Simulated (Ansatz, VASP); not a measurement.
## One calculation of Ti, two programs

File INCAR:

```
SYSTEM = Ti
ALGO = Fast
EDIFF = 1E-6
ENCUT = 520
GGA = PE
ISIF = 2
ISMEAR = 0
LASPH = .True.
LCHARG = .False.
LREAL = .False.
LWAVE = .False.
NBANDS = 19
NELM = 60
PREC = Accurate
SIGMA = 0.15
```

KPOINTS

```
k-points
0
Gamma
  18 18 10
  0 0 0
```

The input POSCAR:

```
Ti
1.0
    2.9942478283      0.0000000000      0.0000000000
   -1.4971239141      2.5930946845      0.0000000000
    0.0000000000      0.0000000000      4.5454200000
Ti
2
Direct
    0.3333333333      0.6666666667      0.2500000000
    0.6666666667      0.3333333333      0.7500000000
```

Input for Ansatz:

```yaml
crystal:
  lattice:
    - [2.9942478283, 0.0, 0.0]
    - [-1.4971239141, 2.5930946845, 0.0]
    - [0.0, 0.0, 4.54542]
  atoms:
    - { symbol: Ti, position: [0.3333333333, 0.6666666667, 0.25] }
    - { symbol: Ti, position: [0.6666666667, 0.3333333333, 0.75] }
basis:
  ecutwfc: 420
kpoints:
  mp_grid: { grid: [18, 18, 10] }
hamiltonian:
  xc: pbe
scf:
  occupations: { method: gaussian, width: 0.15 }
output:
  forces: true
  stress: true
  eigenvalues: true
```

Change from the starting cell: strain +0.015 along x and y, -0.030 along z, atoms carried along.

Alike in both runs: task single point; functional PBE; k mesh 18 × 18 × 10; occupations gaussian, width 0.15 eV; no spin polarisation.

|  | VASP | Ansatz |
| --- | --- | --- |
| version | VASP 6.6.1 | Ansatz 0.2.0 |
| potentials or method | VASP PAW PBE potentials, release 64 (Ti_sv), cutoff 520 eV | scalar-relativistic, plane waves, PAW |
| valence electrons in the cell | 24 | 24 |

|  | VASP | Ansatz | Ansatz less VASP |
| --- | --- | --- | --- |
| gap on the k mesh at the Fermi level (eV) | none | none | - |
| pressure (GPa) | -2.1 | -1.4 | +0.61 |
| traceless stress, the component that is largest in VASP (GPa) | 2.94 | 2.96 | +0.019 |

A gap of «none» marks a metal or a gap that the smearing closes. The functional is the same, so the differences come from potentials, cutoffs and numerics.
